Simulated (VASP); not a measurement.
# ZrB (Fm-3m) in VASP: notebook, part 2 of 2

VASP 6.6.1. Earlier steps stand in the parts before.

## Step 4: Relaxation of cell and atoms, r2SCAN

The input, POSCAR:

```
ZrB
1.0
    0.0000000000      2.3250000000      2.3250000000
    2.3250000000      0.0000000000      2.3250000000
    2.3250000000      2.3250000000      0.0000000000
Zr B
1 1
Direct
    0.0000000000      0.0000000000      0.0000000000
    0.5000000000      0.5000000000      0.5000000000
```

The input, INCAR.step1:

```
SYSTEM = ZrB
ALGO = Normal ; EDIFF = 1E-4
ENCUT = 600 ; GGA = PE
ISMEAR = -1 ; LASPH = .True.
LCHARG = .False. ; LREAL = .False.
LWAVE = .True. ; NELM = 80
PREC = Accurate ; SIGMA = 0.05
```

The input, INCAR.step2:

```
SYSTEM = ZrB
ALGO = Normal ; EDIFF = 1E-6
EDIFFG = -0.01 ; ENCUT = 600
IBRION = 2 ; ISIF = 3
ISMEAR = -1 ; ISTART = 1
LASPH = .True. ; LCHARG = .False.
LMIXTAU = .True. ; LREAL = .False.
LWAVE = .False. ; METAGGA = R2SCAN
NELM = 80 ; NSW = 60
PREC = Accurate ; SIGMA = 0.05
```

The input, KPOINTS:

```
k-points
0
Gamma
  10 10 10
  0 0 0
```

Potentials or basis: VASP PAW PBE potentials, release 64 (Zr_sv, B).

On the command line:

```console
$ cat potpaw_PBE.64/Zr_sv/POTCAR potpaw_PBE.64/B/POTCAR > POTCAR
$ cp INCAR.step1 INCAR
$ mpirun -np 1 vasp_std > vasp.out
$ cp INCAR.step2 INCAR
$ mpirun -np 1 vasp_std > vasp.out
```

OUTCAR:

```text
SYSTEM = ZrB
   EDIFF = 1E-6
   EDIFFG = -0.01
   ENCUT = 600
   IBRION = 2
   ISIF = 3
   ISMEAR = -1
   ISTART = 1
   LASPH = .True.
   LREAL = .False.
   METAGGA = R2SCAN
   NELM = 80
   NSW = 60
   PREC = Accurate

 ion  position               nearest neighbor table
   1  0.000  0.000  0.000-   2 2.33   2 2.33   2 2.33   2 2.33   2 2.33   2 2.33
   2  0.500  0.500  0.500-   1 2.33   1 2.33   1 2.33   1 2.33   1 2.33   1 2.33

  LATTYP: Found a face centered cubic cell.
 ALAT       =     4.6500000000

  Lattice vectors:

 A1 = (   0.0000000000,   2.3250000000,   2.3250000000)
 A2 = (   2.3250000000,   0.0000000000,   2.3250000000)
 A3 = (   2.3250000000,   2.3250000000,   0.0000000000)

[... 371 lines left out ...]
 fundamental gap:      0.0348779882
 Fermi energy:         7.4172970474

 k-point     1 :       0.0000    0.0000    0.0000
  band No.  band energies     occupation
      1     -41.7602      2.00000
      2     -18.8834      2.00000
      3     -18.8834      2.00000
      4     -18.8834      2.00000
      5      -1.1988      2.00000
      6       9.4008      0.00000
      7       9.4008      0.00000
      8       9.4008      0.00000
      9      10.6774      0.00000
     10      10.6774      0.00000
     11      10.9959      0.00000
[... 309 lines left out ...]
 k-point    24 :       0.4000    0.3000    0.0000
  band No.  band energies     occupation
      1     -41.6946      2.00000
      2     -19.2928      2.00000
      3     -19.0485      2.00000
      4     -19.0313      2.00000
      5       0.9501      2.00000
      6       5.5495      2.00000
      7       6.9221      1.99990
      8       8.5658      0.00000
      9       9.3464      0.00000
     10      12.3063      0.00000
     11      13.7976      0.00000

 [... further k-points ...]

------------------------ aborting loop because EDIFF is reached ----------------------------------------

  FORCE on cell =-STRESS in cart. coord.  units (eV):
  Direction    XX          YY          ZZ          XY          YZ          ZX
  --------------------------------------------------------------------------------------
  -------------------------------------------------------------------------------------
  Total       -0.0018585     -0.0018585     -0.0018585      0.0000000      0.0000000     -0.0000000
  in kB       -0.1004446     -0.1004446     -0.1004446      0.0000000      0.0000000     -0.0000000
  external PRESSURE =      -0.1004446 kB  Pullay stress =       0.0000000 kB
[... 17 lines left out ...]
  FREE ENERGIE OF THE ION-ELECTRON SYSTEM (eV)
  ---------------------------------------------------
  free  energy   TOTEN  =       -30.9802425383 eV

  energy  without entropy=      -30.9684334274  energy(sigma->0) =      -30.97433798

 reached required accuracy - stopping structural energy minimisation
```

OUTCAR.step1:

```text
SYSTEM = ZrB
   EDIFF = 1E-4
   ENCUT = 600
   GGA = PE
   ISMEAR = -1
   LASPH = .True.
   LREAL = .False.
[... 556 lines left out ...]
      0.00000      0.00000      0.00000         0.000000     -0.000000     -0.000000
      2.32500      2.32500      2.32500        -0.000000      0.000000      0.000000
 -----------------------------------------------------------------------------------
    total drift:                               -0.000000      0.000000      0.000000

  FREE ENERGIE OF THE ION-ELECTRON SYSTEM (eV)
  ---------------------------------------------------
  free  energy   TOTEN  =       -15.5882879943 eV

  energy  without entropy=      -15.5796064551  energy(sigma->0) =      -15.58394722
```

Run time: 5.1 min. Hardware: 1 thread of Intel Xeon 6975P-C (Granite Rapids), shared host; peak memory 0.18 GiB.

Results:

- Free energy: -30.9802 eV
- Relaxed volume: 14.82 Å³/atom
- Relaxed cell: a = 3.474 Å, b = 3.474 Å, c = 3.474 Å, α = 60.00°, β = 60.00°, γ = 60.00°
- Space group after relaxing (to 0.1 Å): Fm-3m (No. 225)
- Energy gained by relaxing: 225.2 meV/atom
- Ionic steps: 18
- Pressure after relaxing: 0.0 GPa
- Band gap on the k mesh: zero (an odd number of electrons rules out a gap without spin polarisation)

Step by step:
```
step  energy change (eV)  largest force (eV/Å)  pressure (GPa)  volume (Å³)
   1              0.0000                0.0000           36.59        25.14
   2              0.2048                0.0000          -23.47        37.09
   3             -0.4494                0.0000           -1.29        29.88
   4             -0.4503                0.0000           -0.22        29.68
   5             -0.4503                0.0000            0.32        29.59
   6             -0.4503                0.0000            0.32        29.59
   7             -0.4503                0.0000            0.34        29.59
   8             -0.4503                0.0000            0.29        29.59
   9             -0.4503                0.0000            0.29        29.59
  10             -0.4503                0.0000            0.29        29.59
  11             -0.4503                0.0000            0.29        29.59
  12             -0.4503                0.0000            0.29        29.59
  13             -0.4503                0.0000            0.29        29.59
  14             -0.4503                0.0000            0.29        29.59
  15             -0.4503                0.0000            0.30        29.60
  16             -0.4503                0.0000            0.21        29.60
  17             -0.4503                0.0000            0.14        29.62
  18             -0.4503                0.0000           -0.01        29.64
```

Final structure:
```
CELL_PARAMETERS angstrom
0.00000 2.45643 2.45643
2.45643 0.00000 2.45643
2.45643 2.45643 0.00000
ATOMIC_POSITIONS crystal
Zr 0.00000 0.00000 0.00000
B 0.50000 0.50000 0.50000
```

Levels at points of the mesh, in eV from the Fermi level:
| k point | band 4 | band 5 | band 6 | band 7 | band 8 | band 9 | band 10 | band 11 |
| --- | --- | --- | --- | --- | --- | --- | --- | --- |
| (0.00, 0.00, 0.00) | -26.30 | -8.62 | 1.98 | 1.98 | 1.98 | 3.26 | 3.26 | 3.58 |
| (0.50, 0.00, 0.00) | -26.36 | -4.67 | -3.97 | -1.23 | -1.23 | 5.14 | 5.14 | 6.49 |
| (0.50, 0.50, 0.00) | -26.50 | -6.61 | -0.96 | -0.70 | 2.10 | 2.10 | 4.69 | 6.08 |

Caveat: the volume moved by over 15 % at a fixed basis, so the end points are rough; the PAW data sets were made with another functional, which shifts forces and pressure a little.

## Step 5: The runs side by side

```tsv
level	gap on the mesh (eV)	pressure (GPa)	relaxed volume (Å³/atom)
revPBE	none	0.0	14.93
BLYP	none	0.0	15.30
r2SCAN	none	0.0	14.82
```

Alike in all rows: task relaxation of cell and atoms; potentials or basis VASP PAW PBE potentials, release 64 (Zr_sv, B); no spin polarisation; cell relaxed; k mesh 10 × 10 × 10; cutoff (eV) 600; smearing fermi-dirac 0.05 eV.

Caveats: the volume moved by over 15 % at a fixed basis, so the end points are rough; the PAW data sets were made with another functional, which shifts forces and pressure a little.

Absolute energies hang on the potentials; compare differences alone.

The gap in the log of VASP goes by the Fermi energy; the results here count the filled bands.